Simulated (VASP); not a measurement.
# MnS (F-43m) in VASP: further runs

MnS is run at these levels: PBEsol+U; tasks: single point.

Everything below comes from runs of VASP 6.6.1. Logs are shortened: lines on timing, memory, paths and dates and some standing lists are left out, and cuts for length are marked.

**1. The cell of the first run**

Symmetry: F-43m, No. 216, cubic system. The conventional cell has a = 5.505 Å, b = 5.505 Å, c = 5.505 Å, α = 90.00°, β = 90.00°, γ = 90.00°. Mn (site symmetry -43m) has 4 S at 2.38 Å within 3.1 Å. S (site symmetry -43m) has 4 Mn at 2.38 Å within 3.1 Å.

**2. Single point, PBEsol+U, collinear spin, ferromagnetic start**

The input, INCAR:

```
SYSTEM = MnS
PREC = Accurate
ENCUT = 520
EDIFF = 1E-6
ISMEAR = 1
SIGMA = 0.1
LREAL = .FALSE.
LASPH = .TRUE.
NELM = 150
ALGO = Normal
ISIF = 2
LWAVE = .FALSE.
LCHARG = .FALSE.
ISPIN = 2
MAGMOM = 5.2 0
LORBIT = 11
LMAXMIX = 4
LDAU = .TRUE.
LDAUTYPE = 2
LDAUL = 2 -1
LDAUU = 3.5 0
LDAUJ = 0 0
LDAUPRINT = 1
GGA = PS
NBANDS = 20
```

The input, KPOINTS:

```
Automatic mesh
0
G
  8 8 8
  0 0 0
```

The input, POSCAR:

```
MnS
1.0
    0.0000000000      2.7525332030      2.7525332030
    2.7525332030      0.0000000000      2.7525332030
    2.7525332030      2.7525332030      0.0000000000
Mn S
1 1
Direct
    0.0000000000      0.0000000000      0.0000000000
    0.2500000000      0.2500000000      0.2500000000
```

Potentials or basis: VASP PAW PBE potentials, release 64 (Mn_pv, S).

Launch:

```bash
cat potpaw_PBE.64/Mn_pv/POTCAR potpaw_PBE.64/S/POTCAR > POTCAR
mpirun -np 1 vasp_std > vasp.out
```

OUTCAR:

```text
SYSTEM = MnS
   PREC = Accurate
   ENCUT = 520
   EDIFF = 1E-6
   ISMEAR = 1
   LREAL = .FALSE.
   LASPH = .TRUE.
   NELM = 150
   ISIF = 2
   ISPIN = 2
   LORBIT = 11
   GGA = PS

 ion  position               nearest neighbor table
   1  0.000  0.000  0.000-   2 2.38   2 2.38   2 2.38   2 2.38
   2  0.250  0.250  0.250-   1 2.38   1 2.38   1 2.38   1 2.38

  LATTYP: Found a face centered cubic cell.
 ALAT       =     5.5050664060

  Lattice vectors:

 A1 = (   0.0000000000,   2.7525332030,   2.7525332030)
 A2 = (   2.7525332030,   0.0000000000,   2.7525332030)
 A3 = (   2.7525332030,   2.7525332030,   0.0000000000)

Analysis of symmetry for initial positions (statically):
=====================================================================
 Subroutine PRICEL returns:
 Original cell was already a primitive cell.

 Routine SETGRP: Setting up the symmetry group for a
 face centered cubic supercell.

 Subroutine GETGRP returns: Found 24 space group operations
 (whereof 24 operations were pure point group operations)
 out of a pool of 48 trial point group operations.

The static configuration has the point symmetry T_d .

Analysis of symmetry for dynamics (positions and initial velocities):
=====================================================================
 Subroutine PRICEL returns:
 Original cell was already a primitive cell.

 Routine SETGRP: Setting up the symmetry group for a
 face centered cubic supercell.

 Subroutine GETGRP returns: Found 24 space group operations
 (whereof 24 operations were pure point group operations)
 out of a pool of 48 trial point group operations.

The dynamic configuration has the point symmetry T_d .

Analysis of structural, dynamic, and magnetic symmetry:
=====================================================================
 Subroutine PRICEL returns:
 Original cell was already a primitive cell.

 Routine SETGRP: Setting up the symmetry group for a
 face centered cubic supercell.

 Subroutine GETGRP returns: Found 24 space group operations
 (whereof 24 operations were pure point group operations)
 out of a pool of 48 trial point group operations.

The overall configuration has the point symmetry T_d .

 Subroutine INISYM returns: Found 24 space group operations
 (whereof 24 operations are pure point group operations),
 and found     1 'primitive' translations

----------------------------------------------------------------------------------------

                                     Primitive cell

  volume of cell :      41.7088

  direct lattice vectors                    reciprocal lattice vectors
     0.000000000  2.752533203  2.752533203    -0.181650851  0.181650851  0.181650851
     2.752533203  0.000000000  2.752533203     0.181650851 -0.181650851  0.181650851
     2.752533203  2.752533203  0.000000000     0.181650851  0.181650851 -0.181650851

  length of vectors
     3.892669787  3.892669787  3.892669787     0.314628504  0.314628504  0.314628504

  position of ions in fractional coordinates (direct lattice)
     0.000000000  0.000000000  0.000000000
     0.250000000  0.250000000  0.250000000

  ion indices of the primitive-cell ions
   primitive index   ion index
                 1           1
                 2           2

----------------------------------------------------------------------------------------

 KPOINTS: Automatic mesh

Automatic generation of k-mesh.
 Grid dimensions read from file:
 generate k-points for:    8    8    8

 Generating k-lattice:

[... 55 lines left out ...]
   ISPIN  =      2    spin polarized calculation?
   LNONCOLLINEAR =      F non collinear calculations
   LSORBIT =      F    spin-orbit coupling
   LASPH  =      T    aspherical Exc in radial PAW
   ENCUT  =  520.0 eV  38.22 Ry    6.18 a.u.   7.24  7.24  7.24*2*pi/ulx,y,z
   NELM   =    150;   NELMIN=  2; NELMDL= -5     # of ELM steps
   EDIFF  = 0.1E-05   stopping-criterion for ELM
   LREAL  =      F    real-space projection
[... 7 lines left out ...]
   TEBEG  =    0.0;   TEEND  =   0.0 temperature during run
   PSTRESS=    0.0 pullay stress
   NELECT =      19.0000    total number of electrons
   NUPDOWN=      -1.0000    fix difference up-down
   EMIN   =  10.00;   EMAX   =-10.00  energy-range for DOS
   EFERMI =   0.00;   METHOD = LEGACY
   ISMEAR =     1;   SIGMA  =   0.10  broadening in eV -4-tet -1-fermi 0-gaus
   EFERMI_NEDOS =   21; number of points for ismear=-14 and -15
   IALGO  =     38    algorithm
   IMIX   =      4    mixing-type and parameters
     AMIX     =   0.40;   BMIX     =  1.00
     AMIX_MAG =   1.60;   BMIX_MAG =  1.00
  volume/ion in A,a.u.               =      20.85       140.73
  Fermi-wavevector in a.u.,A,eV,Ry     =   1.259651  2.380395 21.588635  1.586720
  Thomas-Fermi vector in A             =   2.393200
   LORBIT       =     11    0 simple, 1 ext, 2 COOP (PROOUT), +10 PAW based schemes
 LDA+U is selected, type is set to LDAUTYPE =  2
   angular momentum for each species LDAUL =     2   -1
   U (eV)           for each species LDAUU =   3.5  0.0
   J (eV)           for each species LDAUJ =   0.0  0.0
   GGA     = PS    functional components
   LHFCALC =     F    Hartree Fock is set to
   AEXX    =    0.0000 exact exchange contribution
   IVDW    =     0    specifies the selected vdW correction
   LEPSILON=     F    determine dielectric tensor
   LRPA    =     F    only Hartree local field effects (RPA)
 spin polarized calculation
 Methfessel and Paxton  Order N= 1 SIGMA  =   0.10
  energy-cutoff  :      520.00
  volume of cell :       41.71
 maximum number of plane-waves:      1158
 NGX is ok and might be reduce to    30
   NGX = 15   NGY = 15   NGZ = 15

atom =   1  type =  1  l = 2

 onsite density matrix

spin component  1

  0.9358  0.0000 -0.0000  0.0000 -0.0000
  0.0000  0.9358 -0.0000  0.0000  0.0000
 -0.0000 -0.0000  0.9292 -0.0000 -0.0000
  0.0000  0.0000 -0.0000  0.9358 -0.0000
 -0.0000  0.0000 -0.0000 -0.0000  0.9292

spin component  2

  0.0691 -0.0000 -0.0000 -0.0000  0.0000
 -0.0000  0.0691 -0.0000 -0.0000  0.0000
 -0.0000 -0.0000  0.0198 -0.0000 -0.0000
 -0.0000 -0.0000 -0.0000  0.0691 -0.0000
  0.0000  0.0000 -0.0000 -0.0000  0.0198

 occupancies and eigenvectors

  o =  0.0198  v =  0.0000  0.0000  0.0000  0.0000  0.0000  0.0000 -0.0000  0.3913  0.0000  0.9203      0.0000  0.0000  0.0000  0.0000  0.0000  0.0000  0.0000  0.0000  0.0000  0.0000
  o =  0.0198  v =  0.0000  0.0000  0.0000  0.0000  0.0000  0.0000  0.0000  0.9203  0.0000 -0.3913      0.0000  0.0000  0.0000  0.0000  0.0000  0.0000  0.0000  0.0000  0.0000  0.0000
  o =  0.0691  v =  0.0000  0.0000  0.0000  0.0000  0.0000  0.0041  0.9989  0.0000  0.0474  0.0000      0.0000  0.0000  0.0000  0.0000  0.0000  0.0000  0.0000  0.0000  0.0000  0.0000
  o =  0.0691  v =  0.0000  0.0000  0.0000  0.0000  0.0000  0.0140 -0.0474  0.0000  0.9988 -0.0000      0.0000  0.0000  0.0000  0.0000  0.0000  0.0000  0.0000  0.0000  0.0000  0.0000
  o =  0.0691  v =  0.0000  0.0000  0.0000  0.0000  0.0000  0.9999 -0.0034 -0.0000 -0.0142  0.0000      0.0000  0.0000  0.0000  0.0000  0.0000  0.0000  0.0000  0.0000  0.0000  0.0000
  o =  0.9292  v =  0.0000  0.0000 -0.9999  0.0000 -0.0169  0.0000  0.0000  0.0000  0.0000  0.0000      0.0000  0.0000  0.0000  0.0000  0.0000  0.0000  0.0000  0.0000  0.0000  0.0000
  o =  0.9292  v =  0.0000 -0.0000 -0.0169 -0.0000  0.9999  0.0000  0.0000  0.0000  0.0000  0.0000      0.0000  0.0000  0.0000  0.0000  0.0000  0.0000  0.0000  0.0000  0.0000  0.0000
  o =  0.9358  v =  0.0000 -0.0820  0.0000  0.9966  0.0000  0.0000  0.0000  0.0000  0.0000  0.0000      0.0000  0.0000  0.0000  0.0000  0.0000  0.0000  0.0000  0.0000  0.0000  0.0000
  o =  0.9358  v =  0.0000 -0.9966 -0.0000 -0.0820 -0.0000  0.0000  0.0000  0.0000  0.0000  0.0000      0.0000  0.0000  0.0000  0.0000  0.0000  0.0000  0.0000  0.0000  0.0000  0.0000
  o =  0.9358  v =  1.0000  0.0000  0.0000  0.0000  0.0000  0.0000  0.0000  0.0000  0.0000  0.0000      0.0000  0.0000  0.0000  0.0000  0.0000  0.0000  0.0000  0.0000  0.0000  0.0000

 number of electron      19.0000001 magnetization       5.0000126

 Free energy of the ion-electron system (eV)
  ---------------------------------------------------
  ext. energy  EPLUGINS =         0.00000000
  ---------------------------------------------------
  free energy    TOTEN  =       -13.64437261 eV

  energy without entropy =      -13.64441150  energy(sigma->0) =      -13.64438557

 E-fermi :   5.3037     XC(G=0):  -9.7278

 val. band max:        4.8124025693   @ k =   0.0000   0.0000   0.0000
 cond. band min:       5.3798126091   @ k =   0.5000   0.5000   0.0000
 fundamental gap:      0.5674100398
 Fermi energy:         5.3037338293

 spin component 1

 k-point     1 :       0.0000    0.0000    0.0000
  band No.  band energies     occupation
      1     -45.8096      1.00000
      2     -45.8096      1.00000
      3     -45.8096      1.00000
      4      -9.1236      1.00000
      5      -1.1137      1.00000
      6      -1.1137      1.00000
[... 1097 lines left out ...]
     19      18.7572      0.00000
     20      20.2919      0.00000

 [... further k-points ...]

------------------------ aborting loop because EDIFF is reached ----------------------------------------

  FORCE on cell =-STRESS in cart. coord.  units (eV):
  Direction    XX          YY          ZZ          XY          YZ          ZX
  --------------------------------------------------------------------------------------
  -------------------------------------------------------------------------------------
  Total        1.5994396      1.5994396      1.5994396      0.0000000     -0.0000000      0.0000000
  in kB       61.4399315     61.4399315     61.4399315      0.0000000     -0.0000000      0.0000000
  external PRESSURE =      61.4399315 kB  Pullay stress =       0.0000000 kB

 VOLUME and BASIS-vectors are now :
 -----------------------------------------------------------------------------
  energy-cutoff  :      520.00
  volume of cell :       41.71
      direct lattice vectors                 reciprocal lattice vectors
     0.000000000  2.752533203  2.752533203    -0.181650851  0.181650851  0.181650851
     2.752533203  0.000000000  2.752533203     0.181650851 -0.181650851  0.181650851
     2.752533203  2.752533203  0.000000000     0.181650851  0.181650851 -0.181650851

 POSITION                                       TOTAL-FORCE (eV/Angst)
 -----------------------------------------------------------------------------------
      0.00000      0.00000      0.00000        -0.000000     -0.000000     -0.000000
      1.37627      1.37627      1.37627         0.000000      0.000000      0.000000
 -----------------------------------------------------------------------------------
    total drift:                               -0.000000     -0.000000     -0.000001

  FREE ENERGIE OF THE ION-ELECTRON SYSTEM (eV)
  ---------------------------------------------------
  free  energy   TOTEN  =       -13.6443726104 eV

  energy  without entropy=      -13.6444114970  energy(sigma->0) =      -13.64438557

 total charge

# of ion       s       p       d       tot
------------------------------------------
    1        0.281   6.246   4.893  11.419
    2        1.307   2.485   0.000   3.792
--------------------------------------------------
tot          1.588   8.731   4.893  15.211

 magnetization (x)

# of ion       s       p       d       tot
------------------------------------------
    1        0.048   0.068   4.409   4.526
    2        0.006   0.034   0.000   0.040
--------------------------------------------------
tot          0.054   0.103   4.409   4.566
```

It took 99 s on 1 thread of Intel Xeon 8259CL, shared host; peak memory 0.2 GiB.

What came out:

```yaml
Free_energy: -13.6444 eV
Pressure: 6.1 GPa
Band_gap_on_the_k_mesh: 0.57 eV (least direct gap 1.16 eV)
Net_moment: 5.00 μB per cell
Site_moments: Mn +4.53; S +0.04 μB
Valence_electrons_inside_the_program's_atomic_spheres: Mn 11.42; S 3.79
```

Eigenvalues of the final occupation matrices:
| site | spin | trace | eigenvalues |
| --- | --- | --- | --- |
| site 1 d | 1 | 4.67 | 0.93 0.93 0.94 0.94 0.94 |
| site 1 d | 2 | 0.25 | 0.02 0.02 0.07 0.07 0.07 |

Caveat: the cell stands under pressure; the PAW data sets were made with another functional, which shifts forces and pressure a little; a cell with one magnetic atom can't hold antiferromagnetic order, which such compounds often take.

**3. Single point, PBEsol+U, collinear spin, ferromagnetic start**

This run uses another cell than the first one, of 21.51 Å³/atom.

The input, INCAR:

```
ALGO = Normal
EDIFF = 1E-6
ENCUT = 520
GGA = PS
ISIF = 2
ISMEAR = 1
ISPIN = 2
LASPH = True
LCHARG = False
LDAU = True
LDAUJ = 0 0
LDAUL = 2 -1
LDAUPRINT = 1
LDAUTYPE = 2
LDAUU = 3.5 0
LMAXMIX = 4
LORBIT = 11
LREAL = False
LWAVE = False
MAGMOM = 5.2 0
NBANDS = 20
NELM = 150
PREC = Accurate
SIGMA = 0.1
```

The input, KPOINTS:

```
k-points
0
Gamma
  8 8 8
```

The input, POSCAR:

```
MnS
1.0
    0.0000000000      2.7812074875      2.7812074875
    2.7812074875      0.0000000000      2.7812074875
    2.7812074875      2.7812074875      0.0000000000
Mn S
1 1
Direct
    0.0000000000      0.0000000000      0.0000000000
    0.2500000000      0.2500000000      0.2500000000
```

Potentials or basis: VASP PAW PBE potentials, release 64 (Mn_pv, S).

Launch:

```bash
cat potpaw_PBE.64/Mn_pv/POTCAR potpaw_PBE.64/S/POTCAR > POTCAR
mpirun -np 1 vasp_std > vasp.out
```

It took 93 s on 1 thread of Intel Xeon 8259CL, shared host; peak memory 0.2 GiB.

The run converged. Its results:

```yaml
Free_energy: -13.6845 eV
Pressure: 3.6 GPa
Band_gap_on_the_k_mesh: 0.77 eV (least direct gap 1.14 eV)
Net_moment: 5.00 μB per cell
Site_moments: Mn +4.54; S +0.04 μB
Valence_electrons_inside_the_program's_atomic_spheres: Mn 11.39; S 3.78
```

Levels at points of the mesh, in eV from the valence-band top:
Spin up:
```
           k point  band 9  band 10  band 11  band 12  band 13  band 14  band 15  band 16
(0.00, 0.00, 0.00)   -4.51     0.00     0.00     0.00     1.14     6.01     6.01     6.01
(0.50, 0.00, 0.00)   -4.42    -4.17    -1.01    -1.01     3.08     6.33     6.33     6.97
(0.50, 0.50, 0.00)   -4.32    -3.59    -2.55    -2.55     2.59     4.32     9.39    11.00
```
Spin down:
```
           k point  band 3  band 4  band 5  band 6  band 7  band 8  band 9  band 10  band 11  band 12
(0.00, 0.00, 0.00)  -45.79  -13.39   -2.76   -2.76   -2.76    2.08    2.40     2.40     4.48     4.48
(0.50, 0.00, 0.00)  -45.79  -12.67   -5.04   -2.76   -2.76    2.20    2.52     2.52     3.38     3.38
(0.50, 0.50, 0.00)  -45.79  -12.44   -4.88   -3.03   -3.03    0.77    2.03     2.85     2.85     3.00
```

Eigenvalues of the final occupation matrices:
```
    site  spin  trace               eigenvalues
site 1 d     1   4.67  0.93 0.93 0.94 0.94 0.94
site 1 d     2   0.23  0.02 0.02 0.07 0.07 0.07
```

Caveat: the cell stands under pressure; the PAW data sets were made with another functional, which shifts forces and pressure a little; a cell with one magnetic atom can't hold antiferromagnetic order, which such compounds often take. The state reached can hang on the start; a lower one may exist.

**4. Single point, PBEsol+U, collinear spin, ferromagnetic start**

This run uses another cell than the first one, of 22.17 Å³/atom.

The input, INCAR:

```
ALGO = Normal
EDIFF = 1E-7
ENCUT = 520
GGA = PS
ISIF = 2
ISMEAR = 1
ISPIN = 2
LASPH = T
LCHARG = T
LDAU = T
LDAUJ = 0 0
LDAUL = 2 -1
LDAUPRINT = 1
LDAUTYPE = 2
LDAUU = 3.5 0
LELF = T
LMAXMIX = 4
LORBIT = 11
LREAL = F
LVHAR = T
LWAVE = F
MAGMOM = 5.2 0
NBANDS = 20
NELM = 150
PREC = Accurate
SIGMA = 0.1
```

KPOINTS is that of step 3.

The input, POSCAR:

```
MnS
1.0
    0.0000000000      2.8093023939      2.8093023939
    2.8093023939      0.0000000000      2.8093023939
    2.8093023939      2.8093023939      0.0000000000
Mn S
1 1
Direct
    0.0000000000      0.0000000000      0.0000000000
    0.2500000000      0.2500000000      0.2500000000
```

Potentials or basis: VASP PAW PBE potentials, release 64 (Mn_pv, S).

Launch:

```bash
cat potpaw_PBE.64/Mn_pv/POTCAR potpaw_PBE.64/S/POTCAR > POTCAR
mpirun -np 1 vasp_std > vasp.out
```

OUTCAR:

```text
EDIFF = 1E-7
   ENCUT = 520
   GGA = PS
   ISIF = 2
   ISMEAR = 1
   ISPIN = 2
   LASPH = T
   LORBIT = 11
   LREAL = F
   NELM = 150
   PREC = Accurate

 ion  position               nearest neighbor table
   1  0.000  0.000  0.000-   2 2.43   2 2.43   2 2.43   2 2.43
   2  0.250  0.250  0.250-   1 2.43   1 2.43   1 2.43   1 2.43

  LATTYP: Found a face centered cubic cell.
 ALAT       =     5.6186047878

[... 1358 lines left out ...]
  in kB       13.8289305     13.8289305     13.8289305      0.0000000      0.0000000     -0.0000000
  external PRESSURE =      13.8289305 kB  Pullay stress =       0.0000000 kB

 VOLUME and BASIS-vectors are now :
 -----------------------------------------------------------------------------
  energy-cutoff  :      520.00
  volume of cell :       44.34
      direct lattice vectors                 reciprocal lattice vectors
     0.000000000  2.809302394  2.809302394    -0.177980128  0.177980128  0.177980128
     2.809302394  0.000000000  2.809302394     0.177980128 -0.177980128  0.177980128
     2.809302394  2.809302394  0.000000000     0.177980128  0.177980128 -0.177980128

 POSITION                                       TOTAL-FORCE (eV/Angst)
 -----------------------------------------------------------------------------------
      0.00000      0.00000      0.00000        -0.000000     -0.000000     -0.000000
      1.40465      1.40465      1.40465         0.000000      0.000000      0.000000
 -----------------------------------------------------------------------------------
    total drift:                               -0.000000     -0.000000     -0.000000

  FREE ENERGIE OF THE ION-ELECTRON SYSTEM (eV)
  ---------------------------------------------------
  free  energy   TOTEN  =       -13.7051011995 eV

  energy  without entropy=      -13.7051354190  energy(sigma->0) =      -13.70511261

 total charge

# of ion       s       p       d       tot
------------------------------------------
    1        0.267   6.219   4.874  11.360
    2        1.307   2.456   0.000   3.764
--------------------------------------------------
tot          1.574   8.675   4.874  15.123

 magnetization (x)

# of ion       s       p       d       tot
------------------------------------------
    1        0.047   0.061   4.441   4.549
    2        0.006   0.024   0.000   0.030
--------------------------------------------------
tot          0.054   0.085   4.441   4.580
```

It took 1.8 min on 1 thread of Intel Xeon 8259CL, shared host; peak memory 0.21 GiB.

Results:

```yaml
Free_energy: -13.7051 eV
Pressure: 1.4 GPa
Band_gap_on_the_k_mesh: 0.95 eV (least direct gap 1.12 eV)
Net_moment: 5.00 μB per cell
Site_moments: Mn +4.55; S +0.03 μB
Valence_electrons_inside_the_program's_atomic_spheres: Mn 11.36; S 3.76
```

Levels at points of the mesh, in eV from the valence-band top:
Spin up:
| k point | band 8 | band 9 | band 10 | band 11 | band 12 | band 13 | band 14 | band 15 | band 16 | band 17 |
| --- | --- | --- | --- | --- | --- | --- | --- | --- | --- | --- |
| (0.00, 0.00, 0.00) | -4.42 | -4.42 | 0.00 | 0.00 | 0.00 | 1.12 | 6.05 | 6.05 | 6.05 | 10.71 |
| (0.50, 0.00, 0.00) | -4.34 | -4.34 | -4.10 | -0.96 | -0.96 | 3.07 | 6.36 | 6.36 | 6.94 | 11.01 |
| (0.50, 0.50, 0.00) | -4.29 | -4.25 | -3.51 | -2.44 | -2.44 | 2.66 | 4.34 | 9.24 | 10.84 | 10.84 |
Spin down:
```csv
k point,band 4,band 5,band 6,band 7,band 8,band 9,band 10,band 11
"(0.00, 0.00, 0.00)",-13.17,-2.59,-2.59,-2.59,2.06,2.52,2.52,4.49
"(0.50, 0.00, 0.00)",-12.49,-4.82,-2.60,-2.60,2.32,2.64,2.64,3.45
"(0.50, 0.50, 0.00)",-12.28,-4.66,-2.88,-2.88,0.95,2.15,2.95,2.95
```

Eigenvalues of the final occupation matrices:
| site | spin | trace | eigenvalues |
| --- | --- | --- | --- |
| site 1 d | 1 | 4.67 | 0.93 0.93 0.94 0.94 0.94 |
| site 1 d | 2 | 0.22 | 0.02 0.02 0.06 0.06 0.06 |

Caveat: the PAW data sets were made with another functional, which shifts forces and pressure a little; a cell with one magnetic atom can't hold antiferromagnetic order, which such compounds often take. A k mesh can miss the band edges.

(Continued in part 2 of 2.)
